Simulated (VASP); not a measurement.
# KI (Imm2) in VASP: notebook

The runs below take KI through single point, with PBE.

All numbers are computed with VASP 6.6.1; they aren't measurements. Logs are shortened: lines on timing, memory, paths and dates and some standing lists are left out, and cuts for length are marked.

### Step 1. The cell of the first run

The structure is orthorhombic, space group Imm2 (No. 44). Conventional cell: a = 4.984 Å, b = 7.049 Å, c = 4.984 Å, α = 90.00°, β = 90.00°, γ = 90.00°. Within 4.6 Å of K (site symmetry mm2) lie 6 I at 3.47 to 3.58 Å. Within 4.6 Å of I (site symmetry mm2) lie 6 K at 3.47 to 3.58 Å.

### Step 2. Single point, PBE (all K atoms moved +0.075 Å, as atom 1 along Cartesian [1 -1 0])

The input, INCAR:

```
PREC = Accurate
ENCUT = 520
EDIFF = 1E-6
ISMEAR = 0
SIGMA = 0.05
LREAL = False
LASPH = True
NELM = 80
ALGO = Normal
ISIF = 2
LWAVE = False
LCHARG = False
GGA = PE
NBANDS = 15
```

The input, KPOINTS:

```
regular mesh
0
Gamma
  6 6 6
```

The input, POSCAR:

```
KI
1.0
    0.0000000000      3.5245500000      3.5245500000
    3.5245500000      0.0000000000      3.5245500000
    3.5245500000      3.5245500000      0.0000000000
K I
1 1
Direct
   -0.0150467460      0.0150467460      0.0000000000
    0.5000000000      0.5000000000      0.5000000000
```

Potentials or basis: VASP PAW PBE potentials, release 64 (K_sv, I).

Command:

```bash
> cat potpaw_PBE.64/K_sv/POTCAR potpaw_PBE.64/I/POTCAR > POTCAR
> mpirun -np 1 vasp_std > vasp.out
```

OUTCAR:

```text
PREC = Accurate
   ENCUT = 520
   EDIFF = 1E-6
   ISMEAR = 0
   LREAL = False
   LASPH = True
   NELM = 80
   ISIF = 2
   GGA = PE

 ion  position               nearest neighbor table
   1  0.985  0.015  0.000-   2 3.47   2 3.47   2 3.53   2 3.53   2 3.58   2 3.58
   2  0.500  0.500  0.500-   1 3.47   1 3.47   1 3.53   1 3.53   1 3.58   1 3.58

  LATTYP: Found a face centered cubic cell.
 ALAT       =     7.0491000000

  Lattice vectors:

 A1 = (   0.0000000000,   3.5245500000,   3.5245500000)
 A2 = (   3.5245500000,   0.0000000000,   3.5245500000)
 A3 = (   3.5245500000,   3.5245500000,   0.0000000000)

Analysis of symmetry for initial positions (statically):
=====================================================================
 Subroutine PRICEL returns:
 Original cell was already a primitive cell.

 Routine SETGRP: Setting up the symmetry group for a
 face centered cubic supercell.

 Subroutine GETGRP returns: Found  4 space group operations
 (whereof  4 operations were pure point group operations)
 out of a pool of 48 trial point group operations.

The static configuration has the point symmetry C_2v.

Analysis of symmetry for dynamics (positions and initial velocities):
=====================================================================
 Subroutine PRICEL returns:
 Original cell was already a primitive cell.

 Routine SETGRP: Setting up the symmetry group for a
 face centered cubic supercell.

 Subroutine GETGRP returns: Found  4 space group operations
 (whereof  4 operations were pure point group operations)
 out of a pool of 48 trial point group operations.

The dynamic configuration has the point symmetry C_2v.

 Subroutine INISYM returns: Found  4 space group operations
 (whereof  4 operations are pure point group operations),
 and found     1 'primitive' translations

----------------------------------------------------------------------------------------

                                     Primitive cell

  volume of cell :      87.5671

  direct lattice vectors                    reciprocal lattice vectors
     0.000000000  3.524550000  3.524550000    -0.141862082  0.141862082  0.141862082
     3.524550000  0.000000000  3.524550000     0.141862082 -0.141862082  0.141862082
     3.524550000  3.524550000  0.000000000     0.141862082  0.141862082 -0.141862082

  length of vectors
     4.984466411  4.984466411  4.984466411     0.245712333  0.245712333  0.245712333

  position of ions in fractional coordinates (direct lattice)
     0.984953254  0.015046746  0.000000000
     0.500000000  0.500000000  0.500000000

  ion indices of the primitive-cell ions
   primitive index   ion index
                 1           1
                 2           2

----------------------------------------------------------------------------------------

 KPOINTS: regular mesh

Automatic generation of k-mesh.
 Grid dimensions read from file:
 generate k-points for:    6    6    6

 Generating k-lattice:

  Cartesian coordinates                     Fractional coordinates (reciprocal lattice)
    -0.023643680  0.023643680  0.023643680     0.166666667  0.000000000  0.000000000
     0.023643680 -0.023643680  0.023643680     0.000000000  0.166666667  0.000000000
     0.023643680  0.023643680 -0.023643680     0.000000000  0.000000000  0.166666667

  Length of vectors
     0.040952056  0.040952056  0.040952056

  Shift w.r.t. Gamma in fractional coordinates (k-lattice)
     0.000000000  0.000000000  0.000000000

 Subroutine IBZKPT returns following result:
 ===========================================

 Found     46 irreducible k-points:

 Following reciprocal coordinates:
            Coordinates               Weight
  0.000000  0.000000  0.000000      1.000000
  0.166667  0.000000  0.000000      4.000000
  0.000000  0.000000  0.166667      4.000000
  0.333333  0.000000  0.000000      4.000000
  0.000000  0.000000  0.333333      4.000000
  0.500000  0.000000  0.000000      2.000000
[... 16 lines left out ...]
  0.000000 -0.166667  0.166667      8.000000
  0.166667  0.166667  0.333333      2.000000
 [... further k-points ...]
   k-points           NKPTS =     46   k-points in BZ     NKDIM =     46   number of bands    NBANDS=     15
   number of dos      NEDOS =    301   number of ions     NIONS =      2
   total plane-waves  NPLWV =  64000
   dimension x,y,z NGX =    40 NGY =   40 NGZ =   40
   dimension x,y,z NGXF=    80 NGYF=   80 NGZF=   80
   ions per type =               1   1
   NGX,Y,Z   is equivalent  to a cutoff of  13.34, 13.34, 13.34 a.u.
   NGXF,Y,Z  is equivalent  to a cutoff of  26.68, 26.68, 26.68 a.u.
 SYSTEM =  unknown system
   PREC   = accura    normal or accurate (medium, high low for compatibility)
   ISTART =      0    job   : 0-new  1-cont  2-samecut
   ICHARG =      2    charge: 1-file 2-atom 10-const
   ISPIN  =      1    spin polarized calculation?
   LNONCOLLINEAR =      F non collinear calculations
   LSORBIT =      F    spin-orbit coupling
   LASPH  =      T    aspherical Exc in radial PAW
   ENCUT  =  520.0 eV  38.22 Ry    6.18 a.u.   9.27  9.27  9.27*2*pi/ulx,y,z
   NELM   =     80;   NELMIN=  2; NELMDL= -5     # of ELM steps
   EDIFF  = 0.1E-05   stopping-criterion for ELM
   LREAL  =      F    real-space projection
   EDIFFG = 0.1E-04   stopping-criterion for IOM
   NSW    =      0    number of steps for IOM
   IBRION =     -1    ionic relax: 0-MD 1-quasi-New 2-CG
   NFREE  =      0    steps in history (QN), initial steepest desc. (CG)
   ISIF   =      2    stress and relaxation
   ISYM   =      2    0-nonsym 1-usesym 2-fastsym
   POTIM  = 0.5000    time-step for ionic-motion
   TEBEG  =    0.0;   TEEND  =   0.0 temperature during run
   PSTRESS=    0.0 pullay stress
   NELECT =      16.0000    total number of electrons
   NUPDOWN=      -1.0000    fix difference up-down
   EMIN   =  10.00;   EMAX   =-10.00  energy-range for DOS
   EFERMI =   0.00;   METHOD = LEGACY
   ISMEAR =     0;   SIGMA  =   0.05  broadening in eV -4-tet -1-fermi 0-gaus
   EFERMI_NEDOS =   21; number of points for ismear=-14 and -15
   IALGO  =     38    algorithm
   IMIX   =      4    mixing-type and parameters
     AMIX     =   0.40;   BMIX     =  1.00
     AMIX_MAG =   1.60;   BMIX_MAG =  1.00
  volume/ion in A,a.u.               =      43.78       295.47
  Fermi-wavevector in a.u.,A,eV,Ry     =   0.928969  1.755497 11.741598  0.862983
  Thomas-Fermi vector in A             =   2.055202
   LORBIT       =      0    0 simple, 1 ext, 2 COOP (PROOUT), +10 PAW based schemes
   GGA     = PE    functional components
   LHFCALC =     F    Hartree Fock is set to
   AEXX    =    0.0000 exact exchange contribution
   IVDW    =     0    specifies the selected vdW correction
   LEPSILON=     F    determine dielectric tensor
   LRPA    =     F    only Hartree local field effects (RPA)
 non-spin polarized calculation
 Gauss-broadening in eV      SIGMA  =   0.05
  energy-cutoff  :      520.00
  volume of cell :       87.57
 maximum number of plane-waves:      2397
 NGX is ok and might be reduce to    40
   NGX = 19   NGY = 19   NGZ = 19

 number of electron      15.9999999 magnetization

 Free energy of the ion-electron system (eV)
  ---------------------------------------------------
  ext. energy  EPLUGINS =         0.00000000
  ---------------------------------------------------
  free energy    TOTEN  =        -5.55064269 eV

  energy without entropy =       -5.55064269  energy(sigma->0) =       -5.55064269

 E-fermi :  -0.0662     XC(G=0):  -7.2047

 val. band max:       -0.3806527039   @ k =   0.0000   0.0000   0.0000
 cond. band min:       3.5995298396   @ k =   0.0000   0.0000   0.0000
 fundamental gap:      3.9801825436
 Fermi energy:        -0.0661762956

 k-point     1 :       0.0000    0.0000    0.0000
  band No.  band energies     occupation
      1     -28.8680      2.00000
      2     -12.3577      2.00000
      3     -12.3570      2.00000
      4     -12.3566      2.00000
      5     -10.8918      2.00000
      6      -0.3816      2.00000
      7      -0.3809      2.00000
      8      -0.3807      2.00000
      9       3.5995      0.00000
     10       6.1136      0.00000
     11       6.1183      0.00000
     12       6.1220      0.00000
     13       6.8402      0.00000
     14       6.8442      0.00000
     15       9.4082      0.00000

 k-point     2 :       0.1667    0.0000    0.0000
  band No.  band energies     occupation
      1     -28.8675      2.00000
      2     -12.4000      2.00000
      3     -12.3576      2.00000
      4     -12.3574      2.00000
      5     -10.8168      2.00000
      6      -0.8035      2.00000
      7      -0.4733      2.00000
      8      -0.4723      2.00000
      9       4.2261      0.00000
     10       6.0407      0.00000
     11       6.4054      0.00000
     12       6.4098      0.00000
     13       7.1648      0.00000
     14       7.1657      0.00000
     15      10.2794      0.00000

 k-point     3 :       0.0000    0.0000    0.1667
  band No.  band energies     occupation
      1     -28.8675      2.00000
      2     -12.4001      2.00000
      3     -12.3578      2.00000
      4     -12.3573      2.00000
      5     -10.8166      2.00000
      6      -0.8041      2.00000
      7      -0.4725      2.00000
      8      -0.4715      2.00000
      9       4.2262      0.00000
     10       6.0324      0.00000
     11       6.4052      0.00000
     12       6.4101      0.00000
     13       7.1652      0.00000
     14       7.1740      0.00000
     15      10.2838      0.00000

 k-point     4 :       0.3333    0.0000    0.0000
  band No.  band energies     occupation
      1     -28.8664      2.00000
      2     -12.4756      2.00000
      3     -12.3588      2.00000
      4     -12.3586      2.00000
      5     -10.6743      2.00000
      6      -1.4476      2.00000
      7      -0.6431      2.00000
      8      -0.6419      2.00000
      9       4.9812      0.00000
     10       6.6595      0.00000
     11       7.1146      0.00000
     12       7.1174      0.00000
     13       8.0118      0.00000
     14       8.0125      0.00000
     15       9.3271      0.00000
[... 307 lines left out ...]
 k-point    22 :      -0.1667    0.1667    0.0000
  band No.  band energies     occupation
      1     -28.8668      2.00000
      2     -12.4377      2.00000
      3     -12.3665      2.00000
      4     -12.3565      2.00000
      5     -10.7352      2.00000
      6      -1.1677      2.00000
      7      -0.6286      2.00000
      8      -0.5895      2.00000
      9       4.9507      0.00000
     10       5.8796      0.00000
     11       6.6728      0.00000
     12       6.9788      0.00000
     13       7.6858      0.00000
     14       7.8051      0.00000
     15       9.6515      0.00000

 k-point    23 :       0.0000   -0.1667    0.1667
  band No.  band energies     occupation
      1     -28.8668      2.00000
      2     -12.4376      2.00000
      3     -12.3669      2.00000
      4     -12.3564      2.00000
      5     -10.7350      2.00000
      6      -1.1679      2.00000
      7      -0.6282      2.00000
      8      -0.5883      2.00000
      9       4.9513      0.00000
     10       5.8709      0.00000
     11       6.6730      0.00000
     12       6.9791      0.00000
     13       7.6646      0.00000
     14       7.8329      0.00000
     15       9.6493      0.00000

 k-point    24 :       0.1667    0.1667    0.3333
  band No.  band energies     occupation
      1     -28.8668      2.00000
      2     -12.4381      2.00000
      3     -12.3665      2.00000
      4     -12.3567      2.00000
      5     -10.7346      2.00000
      6      -1.1677      2.00000
      7      -0.6287      2.00000
      8      -0.5871      2.00000
      9       4.9498      0.00000
     10       5.8740      0.00000
     11       6.6812      0.00000
     12       6.9657      0.00000
     13       7.6168      0.00000
     14       7.8855      0.00000
     15       9.6455      0.00000

 [... further k-points ...]

------------------------ aborting loop because EDIFF is reached ----------------------------------------

  FORCE on cell =-STRESS in cart. coord.  units (eV):
  Direction    XX          YY          ZZ          XY          YZ          ZX
  --------------------------------------------------------------------------------------
  -------------------------------------------------------------------------------------
  Total        0.4130724      0.4130724      0.3889284      0.0059906      0.0000000      0.0000000
  in kB        7.5578059      7.5578059      7.1160534      0.1096076      0.0000000      0.0000000
  external PRESSURE =       7.4105551 kB  Pullay stress =       0.0000000 kB

 VOLUME and BASIS-vectors are now :
 -----------------------------------------------------------------------------
  energy-cutoff  :      520.00
  volume of cell :       87.57
      direct lattice vectors                 reciprocal lattice vectors
     0.000000000  3.524550000  3.524550000    -0.141862082  0.141862082  0.141862082
     3.524550000  0.000000000  3.524550000     0.141862082 -0.141862082  0.141862082
     3.524550000  3.524550000  0.000000000     0.141862082  0.141862082 -0.141862082

 POSITION                                       TOTAL-FORCE (eV/Angst)
 -----------------------------------------------------------------------------------
      0.05303      3.47152      3.52455        -0.059969      0.059969      0.000000
      3.52455      3.52455      3.52455         0.059969     -0.059969      0.000000
 -----------------------------------------------------------------------------------
    total drift:                                0.000078     -0.000078      0.000000

  FREE ENERGIE OF THE ION-ELECTRON SYSTEM (eV)
  ---------------------------------------------------
  free  energy   TOTEN  =        -5.5506426905 eV

  energy  without entropy=       -5.5506426905  energy(sigma->0) =       -5.55064269
```

It took 35 s on 1 thread of Intel Xeon Platinum 8559C (Emerald Rapids), shared host; peak memory 0.25 GiB.

Results:

* Free energy: -5.5506 eV
* Pressure: 0.7 GPa
* Largest force: 0.085 eV/Å
* Band gap on the k mesh: 3.98 eV, direct

Forces in eV/Å, atoms in the order of the input:
```
K   -0.060  0.060  0.000
I    0.060 -0.060  0.000
```

Levels at points of the mesh, in eV from the valence-band top:
```tsv
k point	band 6	band 7	band 8	band 9	band 10	band 11
(0.00, 0.00, 0.00)	0.00	0.00	0.00	3.98	6.49	6.50
(0.50, 0.00, 0.00)	-1.33	-0.34	-0.34	5.53	7.73	8.15
(0.00, 0.00, 0.50)	-1.33	-0.34	-0.34	5.53	7.71	8.15
(0.50, 0.50, 0.00)	-1.01	-0.37	-0.37	4.93	5.78	8.11
(0.00, 0.50, 0.50)	-1.01	-0.37	-0.37	4.93	5.78	8.11
```

Caveat: the cell differs from its parent crystal (all K atoms moved +0.075 Å, as atom 1 along Cartesian [1 -1 0]); spin-orbit coupling is left out, which moves the levels of the heavy elements.

### Step 3. Single point, PBE (all K atoms moved +0.113 Å, as atom 1 along Cartesian [1 -1 0])

The input, INCAR:

```
ALGO = Normal ; EDIFF = 1E-6
ENCUT = 520 ; GGA = PE
ISIF = 2 ; ISMEAR = 0
LASPH = True ; LCHARG = False
LREAL = False ; LWAVE = False
NBANDS = 15 ; NELM = 80
PREC = Accurate ; SIGMA = 0.05
```

The input, KPOINTS:

```
k-points
0
Gamma
  6 6 6
```

Changes to POSCAR since step 2:

```diff
@@ -8,3 +8,3 @@
 Direct
-   -0.0150467460      0.0150467460      0.0000000000
+   -0.0225701190      0.0225701190      0.0000000000
     0.5000000000      0.5000000000      0.5000000000
```

Potentials or basis: VASP PAW PBE potentials, release 64 (K_sv, I).

Command:

```bash
> cat potpaw_PBE.64/K_sv/POTCAR potpaw_PBE.64/I/POTCAR > POTCAR
> mpirun -np 1 vasp_std > vasp.out
```

Wall time 37 s (1 thread of Intel Xeon Platinum 8559C (Emerald Rapids), shared host); peak memory 0.26 GiB.

The run converged. Its results:

```
Free energy            : -5.5467 eV
Pressure               : 0.8 GPa
Largest force          : 0.128 eV/Å
Band gap on the k mesh : 3.98 eV, direct
```

Forces in eV/Å, atoms in the order of the input:
```
K   -0.090  0.090  0.000
I    0.090 -0.090  0.000
```

Stress tensor (GPa, compression positive):
```
0.80 0.02 0.00
0.02 0.80 0.00
0.00 0.00 0.70
```

Levels at points of the mesh, in eV from the valence-band top:
| k point | band 4 | band 5 | band 6 | band 7 | band 8 | band 9 | band 10 | band 11 | band 12 | band 13 |
| --- | --- | --- | --- | --- | --- | --- | --- | --- | --- | --- |
| (0.00, 0.00, 0.00) | -11.97 | -10.51 | 0.00 | 0.00 | 0.00 | 3.98 | 6.49 | 6.51 | 6.51 | 7.23 |
| (0.50, 0.00, 0.00) | -11.98 | -10.22 | -1.33 | -0.34 | -0.34 | 5.53 | 7.72 | 8.14 | 8.18 | 8.72 |
| (0.00, 0.00, 0.50) | -11.98 | -10.22 | -1.33 | -0.34 | -0.34 | 5.53 | 7.68 | 8.13 | 8.19 | 8.74 |
| (0.50, 0.50, 0.00) | -11.99 | -10.36 | -1.01 | -0.37 | -0.37 | 4.94 | 5.78 | 8.11 | 8.74 | 8.85 |
| (0.00, 0.50, 0.50) | -11.99 | -10.36 | -1.00 | -0.37 | -0.37 | 4.93 | 5.78 | 8.11 | 8.57 | 9.03 |

Caveat: the cell differs from its parent crystal (all K atoms moved +0.113 Å, as atom 1 along Cartesian [1 -1 0]); spin-orbit coupling is left out, which moves the levels of the heavy elements.

### Step 4. Single point, PBE (all K atoms moved +0.037 Å, as atom 1 along Cartesian [1 -1 0])

The input, INCAR:

```
ALGO     = Normal         # electronic algorithm
EDIFF    = 1E-6           # SCF threshold, eV
ENCUT    = 520            # plane-wave cutoff, eV
GGA      = PE             # functional
ISIF     = 2              # what is computed and relaxed
ISMEAR   = 0              # smearing method
LASPH    = True           # aspherical terms in the spheres
LCHARG   = False          # write CHGCAR
LREAL    = False          # projectors in reciprocal space
LWAVE    = False          # write WAVECAR
NBANDS   = 15             # bands
NELM     = 60             # most SCF steps
PREC     = Accurate       # precision mode
SIGMA    = 0.05           # smearing width, eV
```

KPOINTS is that of step 3.

Changes to POSCAR since step 3:

```diff
@@ -8,3 +8,3 @@
 Direct
-   -0.0225701190      0.0225701190      0.0000000000
+   -0.0075233730      0.0075233730      0.0000000000
     0.5000000000      0.5000000000      0.5000000000
```

Command:

```bash
> cat potpaw_PBE.64/K_sv/POTCAR potpaw_PBE.64/I/POTCAR > POTCAR
> mpirun -np 1 vasp_std > vasp.out
```

Run time: 33 s. Hardware: 1 thread of Intel Xeon Platinum 8559C (Emerald Rapids), shared host; peak memory 0.26 GiB.

The run converged. Its results:

```
Free energy            : -5.5530 eV
Pressure               : 0.7 GPa
Largest force          : 0.042 eV/Å
Band gap on the k mesh : 3.98 eV, direct
```

Forces on the atoms (eV/Å):
```
K   -0.030  0.030  0.000
I    0.030 -0.030  0.000
```

Levels at points of the mesh, in eV from the valence-band top:
```tsv
k point	band 5	band 6	band 7	band 8	band 9	band 10	band 11	band 12
(0.00, 0.00, 0.00)	-10.51	0.00	0.00	0.00	3.98	6.49	6.50	6.50
(0.50, 0.00, 0.00)	-10.23	-1.34	-0.34	-0.34	5.53	7.73	8.16	8.16
(0.00, 0.00, 0.50)	-10.23	-1.34	-0.34	-0.34	5.53	7.72	8.15	8.16
(0.50, 0.50, 0.00)	-10.37	-1.01	-0.37	-0.37	4.92	5.78	8.10	8.74
(0.00, 0.50, 0.50)	-10.37	-1.01	-0.37	-0.37	4.92	5.78	8.10	8.70
```

Caveat: the cell differs from its parent crystal (all K atoms moved +0.037 Å, as atom 1 along Cartesian [1 -1 0]); spin-orbit coupling is left out, which moves the levels of the heavy elements.
